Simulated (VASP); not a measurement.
# K (Im-3m) in VASP: notebook

Runs on K. Level: BLYP. Tasks: single point.

Everything below comes from runs of VASP 6.6.1. Logs are shortened: lines on timing, memory, paths and dates and some standing lists are left out, and cuts for length are marked.

## (1) The cell of the first run

Symmetry: Im-3m, No. 229, cubic system. The conventional cell has a = 5.393 Å, b = 5.393 Å, c = 5.393 Å, α = 90.00°, β = 90.00°, γ = 90.00°.

## (2) Single point, BLYP (78.45 Å³/atom)

File INCAR:

```
  PREC = Accurate
  ENCUT = 520
  EDIFF = 1E-6
  ISMEAR = -1
  SIGMA = 0.1
  LREAL = False
  LASPH = True
  NELM = 60
  ALGO = Normal
  ISIF = 2
  LWAVE = False
  LCHARG = True
  GGA = B5
  ALDAX = 1.0
  AGGAX = 1.0
  AGGAC = 1.0
  ALDAC = 0.0
  LELF = True
  LVHAR = True
  NBANDS = 10
```

File KPOINTS:

```
regular mesh
0
Gamma
  14 14 14
```

File POSCAR:

```
K
1.0
   -2.6967319752      2.6967319752      2.6967319752
    2.6967319752     -2.6967319752      2.6967319752
    2.6967319752      2.6967319752     -2.6967319752
K
1
Direct
    0.0000000000      0.0000000000      0.0000000000
```

Potentials or basis: VASP PAW PBE potentials, release 64 (K_sv).

Command:

```sh
cat potpaw_PBE.64/K_sv/POTCAR > POTCAR
mpirun -np 1 vasp_std > vasp.out
```

OUTCAR:

```text
PREC = Accurate
   ENCUT = 520
   EDIFF = 1E-6
   ISMEAR = -1
   LREAL = False
   LASPH = True
   NELM = 60
   ISIF = 2
   GGA = B5

 ion  position               nearest neighbor table
   1  0.000  0.000  0.000-

  LATTYP: Found a body centered cubic cell.
 ALAT       =     5.3934639504

  Lattice vectors:

 A1 = (  -2.6967319752,   2.6967319752,   2.6967319752)
 A2 = (   2.6967319752,  -2.6967319752,   2.6967319752)
 A3 = (   2.6967319752,   2.6967319752,  -2.6967319752)

Analysis of symmetry for initial positions (statically):
=====================================================================
 Subroutine PRICEL returns:
 Original cell was already a primitive cell.

 Routine SETGRP: Setting up the symmetry group for a
 body centered cubic supercell.

 Subroutine GETGRP returns: Found 48 space group operations
 (whereof 48 operations were pure point group operations)
 out of a pool of 48 trial point group operations.

The static configuration has the point symmetry O_h .

Analysis of symmetry for dynamics (positions and initial velocities):
=====================================================================
 Subroutine PRICEL returns:
 Original cell was already a primitive cell.

 Routine SETGRP: Setting up the symmetry group for a
 body centered cubic supercell.

 Subroutine GETGRP returns: Found 48 space group operations
 (whereof 48 operations were pure point group operations)
 out of a pool of 48 trial point group operations.

The dynamic configuration has the point symmetry O_h .

 Subroutine INISYM returns: Found 48 space group operations
 (whereof 48 operations are pure point group operations),
 and found     1 'primitive' translations

----------------------------------------------------------------------------------------

                                     Primitive cell

  volume of cell :      78.4465

  direct lattice vectors                    reciprocal lattice vectors
    -2.696731975  2.696731975  2.696731975     0.000000000  0.185409601  0.185409601
     2.696731975 -2.696731975  2.696731975     0.185409601  0.000000000  0.185409601
     2.696731975  2.696731975 -2.696731975     0.185409601  0.185409601  0.000000000

  length of vectors
     4.670876795  4.670876795  4.670876795     0.262208773  0.262208773  0.262208773
[... 79 lines left out ...]
   EDIFF  = 0.1E-05   stopping-criterion for ELM
   LREAL  =      F    real-space projection
   EDIFFG = 0.1E-04   stopping-criterion for IOM
   NSW    =      0    number of steps for IOM
   IBRION =     -1    ionic relax: 0-MD 1-quasi-New 2-CG
   NFREE  =      0    steps in history (QN), initial steepest desc. (CG)
   ISIF   =      2    stress and relaxation
   ISYM   =      2    0-nonsym 1-usesym 2-fastsym
   POTIM  = 0.5000    time-step for ionic-motion
   TEBEG  =    0.0;   TEEND  =   0.0 temperature during run
   PSTRESS=    0.0 pullay stress
   NELECT =       9.0000    total number of electrons
   NUPDOWN=      -1.0000    fix difference up-down
   EMIN   =  10.00;   EMAX   =-10.00  energy-range for DOS
   EFERMI =   0.00;   METHOD = LEGACY
   ISMEAR =    -1;   SIGMA  =   0.10  broadening in eV -4-tet -1-fermi 0-gaus
   EFERMI_NEDOS =   21; number of points for ismear=-14 and -15
   IALGO  =     38    algorithm
   IMIX   =      4    mixing-type and parameters
     AMIX     =   0.40;   BMIX     =  1.00
     AMIX_MAG =   1.60;   BMIX_MAG =  1.00
  volume/ion in A,a.u.               =      78.45       529.38
  Fermi-wavevector in a.u.,A,eV,Ry     =   0.795484  1.503246  8.609687  0.632794
  Thomas-Fermi vector in A             =   1.901820
   LORBIT       =      0    0 simple, 1 ext, 2 COOP (PROOUT), +10 PAW based schemes
   GGA     = B5    functional components
   LHFCALC =     F    Hartree Fock is set to
   AEXX    =    0.0000 exact exchange contribution
   IVDW    =     0    specifies the selected vdW correction
   LEPSILON=     F    determine dielectric tensor
   LRPA    =     F    only Hartree local field effects (RPA)
 non-spin polarized calculation
  energy-cutoff  :      520.00
  volume of cell :       78.45
 maximum number of plane-waves:      2135
   NGX = 17   NGY = 17   NGZ = 17

 number of electron       8.9999999 magnetization

 Free energy of the ion-electron system (eV)
  ---------------------------------------------------
  ext. energy  EPLUGINS =         0.00000000
  ---------------------------------------------------
  free energy    TOTEN  =        -0.71549415 eV

  energy without entropy =       -0.68910472  energy(sigma->0) =       -0.70229944

 E-fermi :   0.1658     XC(G=0):  -5.1163

 val. band max:        0.1449534658   @ k =   0.2857   0.2143  -0.0000
 cond. band min:       0.1811394038   @ k =   0.3571   0.0714   0.0714
 fundamental gap:      0.0361859380
 Fermi energy:         0.1657786798

 k-point     1 :       0.0000    0.0000    0.0000
  band No.  band energies     occupation
      1     -32.1367      2.00000
      2     -15.6748      2.00000
      3     -15.6748      2.00000
      4     -15.6748      2.00000
      5      -1.9130      2.00000
      6       4.1412      0.00000
      7       4.1412      0.00000
      8       4.1412      0.00000
      9       5.0152      0.00000
     10       5.0152      0.00000
[... 287 lines left out ...]
 k-point    24 :       0.3571    0.2857   -0.0000
  band No.  band energies     occupation
      1     -32.1333      2.00000
      2     -15.7157      2.00000
      3     -15.7076      2.00000
      4     -15.6815      2.00000
      5       1.2577      0.00004
      6       1.2583      0.00004
      7       1.8728      0.00000
      8       4.2678      0.00000
      9       5.0854      0.00000
     10       5.2100      0.00000

 [... further k-points ...]

------------------------ aborting loop because EDIFF is reached ----------------------------------------

  FORCE on cell =-STRESS in cart. coord.  units (eV):
  Direction    XX          YY          ZZ          XY          YZ          ZX
  --------------------------------------------------------------------------------------
  -------------------------------------------------------------------------------------
  Total       -0.0519780     -0.0519780     -0.0519780     -0.0000000      0.0000000     -0.0000000
  in kB       -1.0615903     -1.0615903     -1.0615903     -0.0000000      0.0000000     -0.0000000
  external PRESSURE =      -1.0615903 kB  Pullay stress =       0.0000000 kB

 VOLUME and BASIS-vectors are now :
 -----------------------------------------------------------------------------
  energy-cutoff  :      520.00
  volume of cell :       78.45
      direct lattice vectors                 reciprocal lattice vectors
    -2.696731975  2.696731975  2.696731975     0.000000000  0.185409601  0.185409601
     2.696731975 -2.696731975  2.696731975     0.185409601  0.000000000  0.185409601
     2.696731975  2.696731975 -2.696731975     0.185409601  0.185409601  0.000000000

 POSITION                                       TOTAL-FORCE (eV/Angst)
 -----------------------------------------------------------------------------------
      0.00000      0.00000      0.00000         0.000000      0.000000      0.000000
 -----------------------------------------------------------------------------------
    total drift:                               -0.000000      0.000000      0.000000

  FREE ENERGIE OF THE ION-ELECTRON SYSTEM (eV)
  ---------------------------------------------------
  free  energy   TOTEN  =        -0.7154941541 eV

  energy  without entropy=       -0.6891047183  energy(sigma->0) =       -0.70229944
```

Run time: 56 s. Hardware: 1 thread of Intel Xeon Platinum 8488C (Sapphire Rapids), shared host; peak memory 0.23 GiB.

Results:

```
Free energy            : -0.7155 eV
Pressure               : -0.1 GPa
Band gap on the k mesh : zero (an odd number of electrons rules out a gap without spin polarisation)
```

Caveat: the PAW data sets were made with another functional, which shifts forces and pressure a little.

## (3) Single point, BLYP (81.46 Å³/atom)

This run uses another cell than the first one, of 81.46 Å³/atom.

File INCAR:

```
PREC = Accurate
ENCUT = 520
EDIFF = 1E-7
ISMEAR = -1
SIGMA = 0.1
LREAL = False
LASPH = True
NELM = 60
ALGO = Normal
ISIF = 2
LWAVE = False
LCHARG = False
GGA = B5
ALDAX = 1.0
AGGAX = 1.0
AGGAC = 1.0
ALDAC = 0.0
NBANDS = 10
```

KPOINTS is that of step 2.

File POSCAR:

```
K
1.0
   -2.7308714471      2.7308714471      2.7308714471
    2.7308714471     -2.7308714471      2.7308714471
    2.7308714471      2.7308714471     -2.7308714471
K
1
Direct
    0.0000000000      0.0000000000      0.0000000000
```

Potentials or basis: VASP PAW PBE potentials, release 64 (K_sv).

Command:

```sh
cat potpaw_PBE.64/K_sv/POTCAR > POTCAR
mpirun -np 1 vasp_std > vasp.out
```

Wall time 66 s (1 thread of Intel Xeon Platinum 8488C (Sapphire Rapids), shared host); peak memory 0.23 GiB.

Results (log left out):

* Free energy: -0.7128 eV
* Pressure: -0.2 GPa
* Band gap on the k mesh: zero (an odd number of electrons rules out a gap without spin polarisation)

Levels at points of the mesh, in eV from the Fermi level:
```csv
k point,band 1,band 2,band 3,band 4,band 5,band 6,band 7,band 8
"(0.00, 0.00, 0.00)",-32.33,-15.87,-15.87,-15.87,-2.03,3.94,3.94,3.94
"(0.50, 0.00, 0.00)",-32.32,-15.91,-15.88,-15.87,0.37,0.72,2.98,4.37
"(0.50, 0.50, 0.50)",-32.32,-15.90,-15.90,-15.90,1.71,1.71,3.21,3.21
```

Caveat: the PAW data sets were made with another functional, which shifts forces and pressure a little.

## (4) Single point, BLYP (84.48 Å³/atom)

This run uses another cell than the first one, of 84.48 Å³/atom.

File INCAR:

```
SYSTEM = K
AGGAC = 1.0
AGGAX = 1.0
ALDAC = 0.0
ALDAX = 1.0
ALGO = Normal
EDIFF = 1E-7
ENCUT = 520
GGA = B5
ISIF = 2
ISMEAR = -1
LASPH = .True.
LCHARG = .True.
LELF = .True.
LREAL = .False.
LVHAR = .True.
LWAVE = .False.
NBANDS = 10
NELM = 60
PREC = Accurate
SIGMA = 0.1
```

File KPOINTS:

```
k-points
0
Gamma
  14 14 14
  0 0 0
```

File POSCAR:

```
K
1.0
   -2.7641780400      2.7641780400      2.7641780400
    2.7641780400     -2.7641780400      2.7641780400
    2.7641780400      2.7641780400     -2.7641780400
K
1
Direct
    0.0000000000      0.0000000000      0.0000000000
```

Command:

```sh
cat potpaw_PBE.64/K_sv/POTCAR > POTCAR
mpirun -np 1 vasp_std > vasp.out
```

Run time: 58 s. Hardware: 1 thread of Intel Xeon Platinum 8488C (Sapphire Rapids), shared host; peak memory 0.24 GiB.

Results (log left out):

| Item | Value |
| --- | --- |
| Free energy | -0.7085 eV |
| Pressure | -0.3 GPa |
| Band gap on the k mesh | zero (an odd number of electrons rules out a gap without spin polarisation) |

Levels at points of the mesh, in eV from the Fermi level:
| k point | band 1 | band 2 | band 3 | band 4 | band 5 | band 6 | band 7 | band 8 |
| --- | --- | --- | --- | --- | --- | --- | --- | --- |
| (0.00, 0.00, 0.00) | -32.35 | -15.89 | -15.89 | -15.89 | -1.98 | 3.90 | 3.90 | 3.90 |
| (0.50, 0.00, 0.00) | -32.35 | -15.93 | -15.90 | -15.89 | 0.37 | 0.71 | 2.96 | 4.29 |
| (0.50, 0.50, 0.50) | -32.34 | -15.92 | -15.92 | -15.92 | 1.73 | 1.73 | 3.12 | 3.12 |

Caveat: the PAW data sets were made with another functional, which shifts forces and pressure a little.

## (5) Overview

| cell | gap on the mesh (eV) | pressure (GPa) |
| --- | --- | --- |
| a = 4.671 Å, angles 109.5°, 1 atom | none | -0.1 |
| a = 4.730 Å, angles 109.5°, 1 atom | none | -0.2 |
| a = 4.788 Å, angles 109.5°, 1 atom | none | -0.3 |

Alike in all rows: task single point; level BLYP; potentials or basis VASP PAW PBE potentials, release 64 (K_sv); no spin polarisation; k mesh 14 × 14 × 14; cutoff (eV) 520; smearing fermi-dirac 0.1 eV.

Caveats: the PAW data sets were made with another functional, which shifts forces and pressure a little.

Absolute energies hang on the potentials; compare differences alone.

The gap in the log of VASP goes by the Fermi energy; the results here count the filled bands.